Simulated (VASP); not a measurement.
# BaS4 (P4/mmm) in VASP: notebook

Runs on BaS4. Level: PBE. Tasks: relaxation of cell and atoms, single point.

Everything below comes from runs of VASP 6.6.1. Logs are shortened: lines on timing, memory, paths and dates and some standing lists are left out, and cuts for length are marked.

**1. The cell of the first run**

The structure is tetragonal, space group P4/mmm (No. 123). The conventional cell has a = 5.379 Å, b = 5.379 Å, c = 5.448 Å, α = 90.00°, β = 90.00°, γ = 90.00°. Ba (site symmetry 4/mmm) has 8 S at 3.20 Å within 4.2 Å. S (site symmetry 2mm) has 1 S at 1.98 Å within 2.6 Å.

**2. Relaxation of cell and atoms, PBE**

Input file INCAR:

```
SYSTEM = BaS4
  ALGO = Normal
  EDIFF = 1E-6
  EDIFFG = -0.01
  ENCUT = 600
  GGA = PE
  IBRION = 2
  ISIF = 3
  ISMEAR = 0
  LASPH = .True.
  LCHARG = .False.
  LREAL = .False.
  LWAVE = .False.
  NELM = 100
  NSW = 100
  PREC = Accurate
  SIGMA = 0.1
```

Input file KPOINTS:

```
k-points
0
Gamma
  8 8 8
  0 0 0
```

Input file POSCAR:

```
BaS4
1.0
    5.3791250119      0.0000000000      0.0000000000
    0.0000000000      5.3791250119      0.0000000000
    0.0000000000      0.0000000000      5.4478365968
Ba S
1 4
Direct
    0.0000000000      0.0000000000      0.0000000000
    0.5000000000      0.0000000000      0.3181498938
    0.0000000000      0.5000000000      0.6818501062
    0.5000000000      0.0000000000      0.6818501062
    0.0000000000      0.5000000000      0.3181498938
```

Potentials or basis: VASP PAW PBE potentials, release 64 (Ba_sv, S).

Started as:

```
$ cat potpaw_PBE.64/Ba_sv/POTCAR potpaw_PBE.64/S/POTCAR > POTCAR
$ mpirun -np 1 vasp_std > vasp.out
```

OUTCAR:

```text
SYSTEM = BaS4
   EDIFF = 1E-6
   EDIFFG = -0.01
   ENCUT = 600
   GGA = PE
   IBRION = 2
   ISIF = 3
   ISMEAR = 0
   LASPH = .True.
   LREAL = .False.
   NELM = 100
   NSW = 100
   PREC = Accurate

 ion  position               nearest neighbor table
   1  0.000  0.000  0.000-   2 3.20   3 3.20   4 3.20   5 3.20   3 3.20   5 3.20   2 3.20   4 3.20

   2  0.500  0.000  0.318-   4 1.98   1 3.20   1 3.20
   3  0.000  0.500  0.682-   5 1.98   1 3.20   1 3.20
   4  0.500  0.000  0.682-   2 1.98   1 3.20   1 3.20
   5  0.000  0.500  0.318-   3 1.98   1 3.20   1 3.20

  LATTYP: Found a simple tetragonal cell.
 ALAT       =     5.3791250119
 C/A-ratio  =     1.0127737475

  Lattice vectors:

 A1 = (   5.3791250119,   0.0000000000,   0.0000000000)
 A2 = (   0.0000000000,   5.3791250119,   0.0000000000)
 A3 = (   0.0000000000,   0.0000000000,   5.4478365968)

Analysis of symmetry for initial positions (statically):
=====================================================================
 Subroutine PRICEL returns:
 Original cell was already a primitive cell.

 Routine SETGRP: Setting up the symmetry group for a
 simple tetragonal supercell.

 Subroutine GETGRP returns: Found 16 space group operations
 (whereof 16 operations were pure point group operations)
 out of a pool of 16 trial point group operations.

The static configuration has the point symmetry D_4h.

Analysis of symmetry for dynamics (positions and initial velocities):
=====================================================================
 Subroutine PRICEL returns:
 Original cell was already a primitive cell.

 Routine SETGRP: Setting up the symmetry group for a
 simple tetragonal supercell.

 Subroutine GETGRP returns: Found 16 space group operations
 (whereof 16 operations were pure point group operations)
 out of a pool of 16 trial point group operations.

The dynamic configuration has the point symmetry D_4h.

 Subroutine INISYM returns: Found 16 space group operations
 (whereof 16 operations are pure point group operations),
 and found     1 'primitive' translations

----------------------------------------------------------------------------------------

                                     Primitive cell

  volume of cell :     157.6331

  direct lattice vectors                    reciprocal lattice vectors
     5.379125012  0.000000000  0.000000000     0.185903841  0.000000000  0.000000000
     0.000000000  5.379125012  0.000000000     0.000000000  0.185903841  0.000000000
     0.000000000  0.000000000  5.447836597     0.000000000  0.000000000  0.183559103

  length of vectors
     5.379125012  5.379125012  5.447836597     0.185903841  0.185903841  0.183559103

  position of ions in fractional coordinates (direct lattice)
     0.000000000  0.000000000  0.000000000
     0.500000000  0.000000000  0.318149894
     0.000000000  0.500000000  0.681850106
     0.500000000  0.000000000  0.681850106
     0.000000000  0.500000000  0.318149894

  ion indices of the primitive-cell ions
   primitive index   ion index
                 1           1
                 2           2
                 3           3
                 4           4
                 5           5

----------------------------------------------------------------------------------------

 KPOINTS: k-points

Automatic generation of k-mesh.
 Grid dimensions read from file:
 generate k-points for:    8    8    8

 Generating k-lattice:

  Cartesian coordinates                     Fractional coordinates (reciprocal lattice)
     0.023237980  0.000000000  0.000000000     0.125000000  0.000000000  0.000000000
     0.000000000  0.023237980  0.000000000     0.000000000  0.125000000  0.000000000
     0.000000000  0.000000000  0.022944888     0.000000000  0.000000000  0.125000000

  Length of vectors
     0.023237980  0.023237980  0.022944888

  Shift w.r.t. Gamma in fractional coordinates (k-lattice)
     0.000000000  0.000000000  0.000000000

 Subroutine IBZKPT returns following result:
 ===========================================

 Found     75 irreducible k-points:

 Following reciprocal coordinates:
            Coordinates               Weight
  0.000000  0.000000  0.000000      1.000000
  0.125000  0.000000  0.000000      4.000000
  0.250000  0.000000  0.000000      4.000000
  0.375000  0.000000  0.000000      4.000000
  0.500000  0.000000  0.000000      2.000000
  0.125000  0.125000  0.000000      4.000000
[... 16 lines left out ...]
  0.375000  0.125000  0.125000     16.000000
  0.500000  0.125000  0.125000      8.000000
 [... further k-points ...]
   k-points           NKPTS =     75   k-points in BZ     NKDIM =     75   number of bands    NBANDS=     21
   number of dos      NEDOS =    301   number of ions     NIONS =      5
   total plane-waves  NPLWV = 110592
   dimension x,y,z NGX =    48 NGY =   48 NGZ =   48
   dimension x,y,z NGXF=    96 NGYF=   96 NGZF=   96
   ions per type =               1   4
   NGX,Y,Z   is equivalent  to a cutoff of  14.83, 14.83, 14.65 a.u.
   NGXF,Y,Z  is equivalent  to a cutoff of  29.67, 29.67, 29.30 a.u.
 SYSTEM =  BaS4
   PREC   = accura    normal or accurate (medium, high low for compatibility)
   ISTART =      0    job   : 0-new  1-cont  2-samecut
   ICHARG =      2    charge: 1-file 2-atom 10-const
   ISPIN  =      1    spin polarized calculation?
   LNONCOLLINEAR =      F non collinear calculations
   LSORBIT =      F    spin-orbit coupling
   LASPH  =      T    aspherical Exc in radial PAW
   ENCUT  =  600.0 eV  44.10 Ry    6.64 a.u.  10.74 10.74 10.88*2*pi/ulx,y,z
   NELM   =    100;   NELMIN=  2; NELMDL= -5     # of ELM steps
   EDIFF  = 0.1E-05   stopping-criterion for ELM
   LREAL  =      F    real-space projection
   EDIFFG = -.1E-01   stopping-criterion for IOM
   NSW    =    100    number of steps for IOM
   IBRION =      2    ionic relax: 0-MD 1-quasi-New 2-CG
   NFREE  =      1    steps in history (QN), initial steepest desc. (CG)
   ISIF   =      3    stress and relaxation
   ISYM   =      2    0-nonsym 1-usesym 2-fastsym
   POTIM  = 0.5000    time-step for ionic-motion
   TEBEG  =    0.0;   TEEND  =   0.0 temperature during run
   PSTRESS=    0.0 pullay stress
   NELECT =      34.0000    total number of electrons
   NUPDOWN=      -1.0000    fix difference up-down
   EMIN   =  10.00;   EMAX   =-10.00  energy-range for DOS
   EFERMI =   0.00;   METHOD = LEGACY
   ISMEAR =     0;   SIGMA  =   0.10  broadening in eV -4-tet -1-fermi 0-gaus
   EFERMI_NEDOS =   21; number of points for ismear=-14 and -15
   IALGO  =     38    algorithm
   IMIX   =      4    mixing-type and parameters
     AMIX     =   0.40;   BMIX     =  1.00
     AMIX_MAG =   1.60;   BMIX_MAG =  1.00
  volume/ion in A,a.u.               =      31.53       212.75
  Fermi-wavevector in a.u.,A,eV,Ry     =   0.981790  1.855314 13.114819  0.963912
  Thomas-Fermi vector in A             =   2.112824
   LORBIT       =      0    0 simple, 1 ext, 2 COOP (PROOUT), +10 PAW based schemes
   GGA     = PE    functional components
   LHFCALC =     F    Hartree Fock is set to
   AEXX    =    0.0000 exact exchange contribution
   IVDW    =     0    specifies the selected vdW correction
   LEPSILON=     F    determine dielectric tensor
   LRPA    =     F    only Hartree local field effects (RPA)
 conjugate gradient relaxation of ions
 non-spin polarized calculation
 Gauss-broadening in eV      SIGMA  =   0.10
  energy-cutoff  :      600.00
  volume of cell :      157.63
 maximum number of plane-waves:      5296
 NGX is ok and might be reduce to    48
   NGX = 21   NGY = 21   NGZ = 21

--------------------------------------- Ionic step        1  -------------------------------------------

 number of electron      33.9999999 magnetization

 Free energy of the ion-electron system (eV)
  ---------------------------------------------------
  ext. energy  EPLUGINS =         0.00000000
  ---------------------------------------------------
  free energy    TOTEN  =       -21.47168441 eV

  energy without entropy =      -21.45526106  energy(sigma->0) =      -21.46347274

------------------------ aborting loop because EDIFF is reached ----------------------------------------

  FORCE on cell =-STRESS in cart. coord.  units (eV):
  Direction    XX          YY          ZZ          XY          YZ          ZX
  --------------------------------------------------------------------------------------
  -------------------------------------------------------------------------------------
  Total        0.6052124      0.6052124     -0.3729155      0.0000000      0.0000000      0.0000000
  in kB        6.1513589      6.1513589     -3.7903008      0.0000000      0.0000000      0.0000000
  external PRESSURE =       2.8374724 kB  Pullay stress =       0.0000000 kB
[... 98 lines left out ...]
  FREE ENERGIE OF THE ION-ELECTRON SYSTEM (eV)
  ---------------------------------------------------
  free  energy   TOTEN  =       -21.4752188331 eV

  energy  without entropy=      -21.4585281061  energy(sigma->0) =      -21.46687347

[... ionic steps 4 to 13 ...]

--------------------------------------- Ionic step       14  -------------------------------------------

 number of electron      34.0000003 magnetization

------------------------ aborting loop because EDIFF is reached ----------------------------------------

  FORCE on cell =-STRESS in cart. coord.  units (eV):
  Direction    XX          YY          ZZ          XY          YZ          ZX
  --------------------------------------------------------------------------------------
  -------------------------------------------------------------------------------------
  Total       -0.1067674     -0.1067674     -0.0337940      0.0000000     -0.0000000      0.0000000
  in kB       -1.0485298     -1.0485298     -0.3318802      0.0000000     -0.0000000      0.0000000
  external PRESSURE =      -0.8096466 kB  Pullay stress =       0.0000000 kB
[... 63 lines left out ...]
  energy  without entropy=      -21.4634665937  energy(sigma->0) =      -21.47385947

--------------------------------------- Ionic step       16  -------------------------------------------

 number of electron      34.0000002 magnetization

 Free energy of the ion-electron system (eV)
  ---------------------------------------------------
  ext. energy  EPLUGINS =         0.00000000
  ---------------------------------------------------
  free energy    TOTEN  =       -21.48437133 eV

  energy without entropy =      -21.46371304  energy(sigma->0) =      -21.47404218

 E-fermi :   1.4446     XC(G=0):  -7.7601

 val. band max:        1.4431791021   @ k =   0.5000   0.2500   0.0000
 cond. band min:       1.4498195136   @ k =   0.3750   0.0000   0.1250
 fundamental gap:      0.0066404115
 Fermi energy:         1.4446020012

 k-point     1 :       0.0000    0.0000    0.0000
  band No.  band energies     occupation
      1     -25.5871      2.00000
      2     -13.6113      2.00000
      3     -13.3639      2.00000
      4     -11.0359      2.00000
      5     -10.8888      2.00000
      6     -10.8888      2.00000
[... 550 lines left out ...]
      5     -10.8468      2.00000
      6     -10.8294      2.00000
[... 13 lines left out ...]
     20       5.5219      0.00000
     21       5.9126      0.00000

 [... further k-points ...]
[... 5 lines left out ...]
  --------------------------------------------------------------------------------------
  -------------------------------------------------------------------------------------
  Total       -0.0467312     -0.0467312     -0.0479116      0.0000000     -0.0000000      0.0000000
  in kB       -0.4600655     -0.4600655     -0.4716861      0.0000000     -0.0000000      0.0000000
  external PRESSURE =      -0.4639390 kB  Pullay stress =       0.0000000 kB
[... 20 lines left out ...]
  FREE ENERGIE OF THE ION-ELECTRON SYSTEM (eV)
  ---------------------------------------------------
  free  energy   TOTEN  =       -21.4843713322 eV

  energy  without entropy=      -21.4637130357  energy(sigma->0) =      -21.47404218

 reached required accuracy - stopping structural energy minimisation
```

It took 23 min on 1 thread of Intel Xeon Platinum 8488C (Sapphire Rapids), shared host; peak memory 0.53 GiB.

What came out:

```yaml
Free_energy: -21.4844 eV
Relaxed_volume: 32.55 Å³/atom
Relaxed_cell: a = 5.521 Å, b = 5.521 Å, c = 5.338 Å, α = 90.00°, β = 90.00°, γ = 90.00°
Space_group_after_relaxing_to_0.05_Å: P4/mmm (No. 123)
Energy_gained_by_relaxing: 2.5 meV/atom
Ionic_steps: 16
Pressure_after_relaxing: 0.0 GPa
Largest_force_after_relaxing: 0.005 eV/Å
Band_gap_on_the_k_mesh: zero (band 17 reaches 1.84 eV, above the bottom of band 18 at 1.07 eV)
```

Forces on the atoms (eV/Å):
```
Ba   0.000  0.000  0.000
S    0.000  0.000 -0.005
S    0.000  0.000  0.005
S    0.000  0.000  0.005
S    0.000  0.000 -0.005
```

The path:
```
step  energy change (eV)  largest force (eV/Å)  pressure (GPa)  volume (Å³)
   1              0.0000                0.1686            0.28       157.63
   2              0.0000                0.3761            0.72       158.91
   3             -0.0035                0.0983            0.49       158.27
   4             -0.0078                0.0430            0.02       160.92
   5             -0.0079                0.0349           -0.04       161.32
   6             -0.0086                0.0473           -0.03       161.44
   7             -0.0101                0.0864            0.02       161.80
   8             -0.0111                0.1691            0.12       162.49
   9             -0.0113                0.1597            0.11       162.53
  10             -0.0117                0.1319            0.07       162.66
  11             -0.0123                0.0774           -0.01       162.92
  12             -0.0123                0.0269           -0.15       163.44
  13             -0.0125                0.0244           -0.08       163.19
  14             -0.0125                0.0222           -0.08       163.14
  15             -0.0126                0.0166           -0.08       163.01
  16             -0.0127                0.0048           -0.05       162.74
```

Final structure:
```
Ba S
1.0
     5.52138    0.00000    0.00000
     0.00000    5.52138    0.00000
     0.00000    0.00000    5.33828
Ba S
1 4
Cartesian
  0.0000 0.0000 0.0000
  2.7607 0.0000 1.6798
  0.0000 2.7607 3.6585
  2.7607 0.0000 3.6585
  0.0000 2.7607 1.6798
```

Caveat: spin-orbit coupling is left out, which moves the levels of the heavy elements.

(Part 1 of 2 ends here.)
